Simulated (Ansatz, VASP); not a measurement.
**SnTe: VASP beside Ansatz**

```
CELL_PARAMETERS angstrom
-0.99799 2.74446 2.74446
2.74446 -0.99799 2.74446
2.74446 2.74446 -0.99799
ATOMIC_POSITIONS crystal
Sn 0.00000 0.00000 0.00000
Te 0.50000 0.50000 0.50000
```

Alike in both runs: task single point; functional PBEsol; k mesh 10 × 10 × 10; occupations gaussian, width 0.03 eV; no spin polarisation.

```csv
,VASP,Ansatz
version,VASP 6.6.1,Ansatz 0.2.0
potentials or method,"VASP PAW PBE potentials, release 64 (Sn_d, Te), cutoff 520 eV","scalar-relativistic, plane waves, PAW"
valence electrons in the cell,20,30
```

```tsv
	VASP	Ansatz	Ansatz less VASP
gap on the k mesh at the Fermi level (eV)	none	none	-
pressure (GPa)	-4.4	-4.4	+0.02
traceless stress, the component that is largest in VASP (GPa)	1.27	1.27	+0.001
```

VASP's potentials were made for PBE, not for PBEsol. A gap of «none» marks a metal or a gap that the smearing closes. The functional is the same, so the differences come from potentials, cutoffs and numerics. VASP's potentials hold 20 valence electrons a cell and Ansatz's 30, so a difference there can come from the potentials and not from the codes.

Spin-orbit coupling is off throughout.
